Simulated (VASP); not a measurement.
# ScSi2 (P6/mmm) in VASP: further runs, part 2 of 2

VASP 6.6.1. Earlier steps stand in the parts before.

## (4) Electric field gradients, PBEsol (15.26 Å³/atom)

This run uses another cell than the first one, of 15.26 Å³/atom.

File INCAR:

```
PREC = Accurate ; ENCUT = 520
EDIFF = 1E-8 ; ISMEAR = -1
SIGMA = 0.05 ; LREAL = False
LASPH = True ; NELM = 80
ALGO = Normal ; ISIF = 2
LWAVE = False ; LCHARG = False
GGA = PS ; LEFG = True
NBANDS = 16
```

File KPOINTS:

```
Automatic mesh
0
Gamma
  13 13 11
```

File POSCAR:

```
ScSi2
1.0
    3.6842378190      0.0000000000      0.0000000000
   -1.8421189095      3.1906435449      0.0000000000
    0.0000000000      0.0000000000      3.8956298860
Sc Si
1 2
Direct
    0.0000000000      0.0000000000      0.0000000000
    0.3333333333      0.6666666667      0.5000000000
    0.6666666667      0.3333333333      0.5000000000
```

Potentials or basis: VASP PAW PBE potentials, release 64 (Sc_sv, Si).

Run with:

```bash
> cat potpaw_PBE.64/Sc_sv/POTCAR potpaw_PBE.64/Si/POTCAR > POTCAR
> mpirun -np 1 vasp_std > vasp.out
```

OUTCAR:

```text
PREC = Accurate
   ENCUT = 520
   EDIFF = 1E-8
   ISMEAR = -1
   LREAL = False
   LASPH = True
   NELM = 80
   ISIF = 2
   GGA = PS

 ion  position               nearest neighbor table
   1  0.000  0.000  0.000-   2 2.88   3 2.88   2 2.88   3 2.88   3 2.88   3 2.88   2 2.88   2 2.88
                             3 2.88   3 2.88   2 2.88   2 2.88
   2  0.333  0.667  0.500-   3 2.13   3 2.13   3 2.13   1 2.88   1 2.88   1 2.88   1 2.88   1 2.88
                             1 2.88
   3  0.667  0.333  0.500-   2 2.13   2 2.13   2 2.13   1 2.88   1 2.88   1 2.88   1 2.88   1 2.88
                             1 2.88

  LATTYP: Found a hexagonal cell.
 ALAT       =     3.6842378190
 C/A-ratio  =     1.0573774217

  Lattice vectors:

 A1 = (   3.6842378190,   0.0000000000,   0.0000000000)
 A2 = (  -1.8421189095,   3.1906435449,   0.0000000000)
 A3 = (   0.0000000000,   0.0000000000,   3.8956298860)

Analysis of symmetry for initial positions (statically):
=====================================================================
 Subroutine PRICEL returns:
 Original cell was already a primitive cell.

 Routine SETGRP: Setting up the symmetry group for a
 hexagonal supercell.

 Subroutine GETGRP returns: Found 24 space group operations
 (whereof 24 operations were pure point group operations)
 out of a pool of 24 trial point group operations.

The static configuration has the point symmetry D_6h.

Analysis of symmetry for dynamics (positions and initial velocities):
=====================================================================
 Subroutine PRICEL returns:
 Original cell was already a primitive cell.

 Routine SETGRP: Setting up the symmetry group for a
 hexagonal supercell.

[... 165 lines left out ...]
      3     -19.2171      2.00000
      4     -19.2171      2.00000
      5      -4.7871      2.00000
      6       5.4104      2.00000
[... 433 lines left out ...]
      3     -19.2428      2.00000
      4     -19.2226      2.00000
      5      -4.3956      2.00000
      6       4.0143      2.00000
[... 8 lines left out ...]
     15      11.8014      0.00000
     16      12.2117      0.00000

 [... further k-points ...]
[... 5 lines left out ...]
  --------------------------------------------------------------------------------------
  -------------------------------------------------------------------------------------
  Total        8.5111777      8.5111777     -1.2076618      0.0000000      0.0000000     -0.0000000
  in kB      297.7807419    297.7807419    -42.2524881      0.0000000      0.0000000     -0.0000000
  external PRESSURE =     184.4363319 kB  Pullay stress =       0.0000000 kB

 VOLUME and BASIS-vectors are now :
 -----------------------------------------------------------------------------
  energy-cutoff  :      520.00
  volume of cell :       45.79
      direct lattice vectors                 reciprocal lattice vectors
     3.684237819  0.000000000  0.000000000     0.271426561  0.156708198  0.000000000
    -1.842118909  3.190643545  0.000000000     0.000000000  0.313416396  0.000000000
     0.000000000  0.000000000  3.895629886     0.000000000  0.000000000  0.256697897

 POSITION                                       TOTAL-FORCE (eV/Angst)
 -----------------------------------------------------------------------------------
      0.00000      0.00000      0.00000         0.000000      0.000000      0.000000
     -0.00000      2.12710      1.94781         0.000000      0.000000      0.000000
      1.84212      1.06355      1.94781        -0.000000      0.000000      0.000000
 -----------------------------------------------------------------------------------
    total drift:                               -0.000000      0.000000      0.000000

  FREE ENERGIE OF THE ION-ELECTRON SYSTEM (eV)
  ---------------------------------------------------
  free  energy   TOTEN  =       -18.7995810407 eV

  energy  without entropy=      -18.7838226365  energy(sigma->0) =      -18.79170184

 Electric field gradients (V/A^2)
---------------------------------------------------------------------
 ion       V_xx      V_yy      V_zz      V_xy      V_xz      V_yz
---------------------------------------------------------------------
   1       2.597     2.596    -5.193    -0.001     0.000    -0.000
   2      -7.598    -7.598    15.196     0.000     0.000    -0.000
   3      -7.598    -7.598    15.196     0.000     0.000    -0.000
---------------------------------------------------------------------

 Electric field gradients after diagonalization (V/A^2)
 (convention: |V_zz| > |V_xx| > |V_yy|)
----------------------------------------------------------------------
 ion       V_xx      V_yy      V_zz     asymmetry (V_yy - V_xx)/ V_zz
----------------------------------------------------------------------
   1       2.598     2.595    -5.193       0.001
   2      -7.598    -7.598    15.196       0.000
   3      -7.598    -7.598    15.196       0.000
----------------------------------------------------------------------

           NMR quadrupolar parameters

 Cq : quadrupolar parameter    Cq=e*Q*V_zz/h
 eta: asymmetry parameters     (V_yy - V_xx)/ V_zz
 Q  : nuclear electric quadrupole moment in mb (millibarn)
----------------------------------------------------------------------
 ion       Cq(MHz)       eta       Q (mb)
----------------------------------------------------------------------
   1      -0.013       0.001       1.000
   2       0.037       0.000       1.000
   3       0.037       0.000       1.000
----------------------------------------------------------------------
```

OSZICAR:

```text
N       E                     dE             d eps       ncg     rms          rms(c)
DAV:   1     0.118717381511E+03    0.11872E+03   -0.81539E+03  4040   0.112E+03
DAV:   2    -0.152285988545E+02   -0.13395E+03   -0.13057E+03  4152   0.328E+02
DAV:   3    -0.209760620918E+02   -0.57475E+01   -0.55721E+01  6408   0.649E+01
DAV:   4    -0.210793281704E+02   -0.10327E+00   -0.10317E+00  4968   0.861E+00
DAV:   5    -0.210826345817E+02   -0.33064E-02   -0.33062E-02  6168   0.151E+00    0.112E+01
DAV:   6    -0.188376556443E+02    0.22450E+01   -0.84392E+00  6672   0.272E+01    0.468E+00
DAV:   7    -0.188168703624E+02    0.20785E-01   -0.26570E-01  4872   0.358E+00    0.275E+00
DAV:   8    -0.188021887873E+02    0.14682E-01   -0.53378E-02  5912   0.250E+00    0.503E-01
DAV:   9    -0.187999699401E+02    0.22188E-02   -0.25959E-02  6320   0.166E+00    0.198E-01
DAV:  10    -0.188005403610E+02   -0.57042E-03   -0.12993E-02  6056   0.110E+00    0.191E-01
DAV:  11    -0.187995779903E+02    0.96237E-03   -0.43553E-03  6064   0.655E-01    0.103E-02
DAV:  12    -0.187995818428E+02   -0.38524E-05   -0.90861E-05  6024   0.600E-02    0.192E-02
DAV:  13    -0.187995811873E+02    0.65546E-06   -0.37711E-06  5872   0.169E-02    0.414E-03
DAV:  14    -0.187995811864E+02    0.89904E-09   -0.30179E-07  6656   0.585E-03    0.236E-03
DAV:  15    -0.187995810368E+02    0.14956E-06   -0.39402E-07  6480   0.526E-03    0.296E-04
DAV:  16    -0.187995810407E+02   -0.38717E-08   -0.12318E-08  2880   0.109E-03
   1 F= -.18799581E+02 E0= -.18791702E+02  d E =-.157584E-01
```

Wall time 42 s (1 thread of Intel Xeon 6975P-C (Granite Rapids), shared host); peak memory 0.22 GiB.

What came out:

* Free energy: -18.7996 eV
* Pressure: 18.4 GPa
* Band gap on the k mesh: zero (an odd number of electrons rules out a gap without spin polarisation)
* Largest electric field gradient by atom: Sc -5.2; Si +15.2 V/Å²

Levels at points of the mesh, in eV from the Fermi level:
```csv
k point,band 5,band 6,band 7,band 8,band 9,band 10,band 11,band 12,band 13,band 14
"(0.00, 0.00, 0.00)",-13.70,-3.50,-3.39,-3.39,-2.04,1.09,1.10,1.10,1.62,1.62
```

Electric field gradients, principal values (V/Å²):
```csv
atom,least,middle,greatest (by size)
1 Sc,2.595,2.598,-5.193
2 Si,-7.598,-7.598,15.196
3 Si,-7.598,-7.598,15.196
```

Caveat: the cell stands under pressure; without QUAD_EFG the Cq values of the log hold for a quadrupole moment of 1 mb, not for the nuclei; the PAW data sets were made with another functional, which shifts forces and pressure a little.

## (5) Electric field gradients, PBEsol (15.26 Å³/atom)

This run uses another cell than the first one, of 15.26 Å³/atom.

File INCAR:

```
SYSTEM = ScSi2
PREC = Accurate ; ENCUT = 520
EDIFF = 1E-8 ; ISMEAR = -1
SIGMA = 0.05 ; LREAL = .FALSE.
LASPH = .TRUE. ; NELM = 100
ALGO = Normal ; ISIF = 2
LWAVE = .FALSE. ; LCHARG = .FALSE.
GGA = PS ; LEFG = .TRUE.
NBANDS = 16
```

File KPOINTS:

```
Automatic mesh
0
G
  13 13 11
  0 0 0
```

POSCAR is that of step 4.

Potentials or basis: VASP PAW PBE potentials, release 64 (Sc_sv, Si).

Run with:

```bash
> cat potpaw_PBE.64/Sc_sv/POTCAR potpaw_PBE.64/Si/POTCAR > POTCAR
> mpirun -np 1 vasp_std > vasp.out
```

OUTCAR:

```text
SYSTEM = ScSi2
   PREC = Accurate
   ENCUT = 520
   EDIFF = 1E-8
   ISMEAR = -1
   LREAL = .FALSE.
   LASPH = .TRUE.
   NELM = 100
   ISIF = 2
   GGA = PS

 ion  position               nearest neighbor table
   1  0.000  0.000  0.000-   2 2.88   3 2.88   2 2.88   3 2.88   3 2.88   3 2.88   2 2.88   2 2.88
                             3 2.88   3 2.88   2 2.88   2 2.88
   2  0.333  0.667  0.500-   3 2.13   3 2.13   3 2.13   1 2.88   1 2.88   1 2.88   1 2.88   1 2.88
                             1 2.88
   3  0.667  0.333  0.500-   2 2.13   2 2.13   2 2.13   1 2.88   1 2.88   1 2.88   1 2.88   1 2.88
                             1 2.88

  LATTYP: Found a hexagonal cell.
 ALAT       =     3.6842378190
 C/A-ratio  =     1.0573774217

  Lattice vectors:

 A1 = (   3.6842378190,   0.0000000000,   0.0000000000)
 A2 = (  -1.8421189095,   3.1906435449,   0.0000000000)
 A3 = (   0.0000000000,   0.0000000000,   3.8956298860)

Analysis of symmetry for initial positions (statically):
=====================================================================
 Subroutine PRICEL returns:
 Original cell was already a primitive cell.

 Routine SETGRP: Setting up the symmetry group for a
 hexagonal supercell.

 Subroutine GETGRP returns: Found 24 space group operations
 (whereof 24 operations were pure point group operations)
 out of a pool of 24 trial point group operations.

The static configuration has the point symmetry D_6h.

Analysis of symmetry for dynamics (positions and initial velocities):
=====================================================================
 Subroutine PRICEL returns:
 Original cell was already a primitive cell.

 Routine SETGRP: Setting up the symmetry group for a
 hexagonal supercell.
[... 167 lines left out ...]
      4     -19.2171      2.00000
      5      -4.7871      2.00000
      6       5.4104      2.00000
[... 433 lines left out ...]
      3     -19.2428      2.00000
      4     -19.2226      2.00000
      5      -4.3956      2.00000
      6       4.0143      2.00000
[... 8 lines left out ...]
     15      11.8014      0.00000
     16      12.2117      0.00000

 [... further k-points ...]
[... 5 lines left out ...]
  --------------------------------------------------------------------------------------
  -------------------------------------------------------------------------------------
  Total        8.5111777      8.5111777     -1.2076618      0.0000000      0.0000000     -0.0000000
  in kB      297.7807419    297.7807419    -42.2524881      0.0000000      0.0000000     -0.0000000
  external PRESSURE =     184.4363319 kB  Pullay stress =       0.0000000 kB

 VOLUME and BASIS-vectors are now :
 -----------------------------------------------------------------------------
  energy-cutoff  :      520.00
  volume of cell :       45.79
      direct lattice vectors                 reciprocal lattice vectors
     3.684237819  0.000000000  0.000000000     0.271426561  0.156708198  0.000000000
    -1.842118909  3.190643545  0.000000000     0.000000000  0.313416396  0.000000000
     0.000000000  0.000000000  3.895629886     0.000000000  0.000000000  0.256697897

 POSITION                                       TOTAL-FORCE (eV/Angst)
 -----------------------------------------------------------------------------------
      0.00000      0.00000      0.00000         0.000000      0.000000      0.000000
     -0.00000      2.12710      1.94781         0.000000      0.000000      0.000000
      1.84212      1.06355      1.94781        -0.000000      0.000000      0.000000
 -----------------------------------------------------------------------------------
    total drift:                               -0.000000      0.000000      0.000000

  FREE ENERGIE OF THE ION-ELECTRON SYSTEM (eV)
  ---------------------------------------------------
  free  energy   TOTEN  =       -18.7995810407 eV

  energy  without entropy=      -18.7838226365  energy(sigma->0) =      -18.79170184

 Electric field gradients (V/A^2)
---------------------------------------------------------------------
 ion       V_xx      V_yy      V_zz      V_xy      V_xz      V_yz
---------------------------------------------------------------------
   1       2.597     2.596    -5.193    -0.001     0.000    -0.000
   2      -7.598    -7.598    15.196     0.000     0.000    -0.000
   3      -7.598    -7.598    15.196     0.000     0.000    -0.000
---------------------------------------------------------------------

 Electric field gradients after diagonalization (V/A^2)
 (convention: |V_zz| > |V_xx| > |V_yy|)
----------------------------------------------------------------------
 ion       V_xx      V_yy      V_zz     asymmetry (V_yy - V_xx)/ V_zz
----------------------------------------------------------------------
   1       2.598     2.595    -5.193       0.001
   2      -7.598    -7.598    15.196       0.000
   3      -7.598    -7.598    15.196       0.000
----------------------------------------------------------------------

           NMR quadrupolar parameters

 Cq : quadrupolar parameter    Cq=e*Q*V_zz/h
 eta: asymmetry parameters     (V_yy - V_xx)/ V_zz
 Q  : nuclear electric quadrupole moment in mb (millibarn)
----------------------------------------------------------------------
 ion       Cq(MHz)       eta       Q (mb)
----------------------------------------------------------------------
   1      -0.013       0.001       1.000
   2       0.037       0.000       1.000
   3       0.037       0.000       1.000
----------------------------------------------------------------------
```

stdout:

```text
POSCAR found type information on POSCAR ScSi
 POSCAR found :  2 types and       3 ions
 scaLAPACK will be used
 -----------------------------------------------------------------------------
|                                                                             |
|                                                                             |
|     You enforced a specific xc type in the INCAR file but a different       |
|     I HOPE YOU KNOW WHAT YOU ARE DOING!                                     |
|                                                                             |
 -----------------------------------------------------------------------------

 LDA part: xc-table for (Slater+PW92), standard interpolation
 POSCAR, INCAR and KPOINTS ok, starting setup
 FFT: planning ... GRIDC
 FFT: planning ... GRID_SOFT
 FFT: planning ... GRID
 WAVECAR not read
 entering main loop
ion   1

ion   2

ion   3
```

Wall time 44 s (1 thread of Intel Xeon 6975P-C (Granite Rapids), shared host); peak memory 0.22 GiB.

Results:

```
Free energy                             : -18.7996 eV
Pressure                                : 18.4 GPa
Band gap on the k mesh                  : zero (an odd number of electrons rules out a gap without spin polarisation)
Largest electric field gradient by atom : Sc -5.2; Si +15.2 V/Å²
```

Electric field gradients, principal values (V/Å²):
```csv
atom,least,middle,greatest (by size)
1 Sc,2.595,2.598,-5.193
2 Si,-7.598,-7.598,15.196
3 Si,-7.598,-7.598,15.196
```

Caveat: the cell stands under pressure; without QUAD_EFG the Cq values of the log hold for a quadrupole moment of 1 mb, not for the nuclei; the PAW data sets were made with another functional, which shifts forces and pressure a little.

## (6) Overview

| cell | gap on the mesh (eV) | pressure (GPa) |
| --- | --- | --- |
| a = 3.611, b = 3.611, c = 3.818 Å, angles 90.0, 90.0, 120.0°, 3 atoms | none | 30.4 |
| a = 3.648, b = 3.648, c = 3.857 Å, angles 90.0, 90.0, 120.0°, 3 atoms | none | 24.0 |
| a = 3.684, b = 3.684, c = 3.896 Å, angles 90.0, 90.0, 120.0°, 3 atoms | none | 18.4 |

Alike in all rows: task electric field gradients; level PBEsol; potentials or basis VASP PAW PBE potentials, release 64 (Sc_sv, Si); no spin polarisation; k mesh 13 × 13 × 11; cutoff (eV) 520; smearing fermi-dirac 0.05 eV.

Caveats: the cell stands under pressure; the PAW data sets were made with another functional, which shifts forces and pressure a little.

Absolute energies hang on the potentials; compare differences alone.
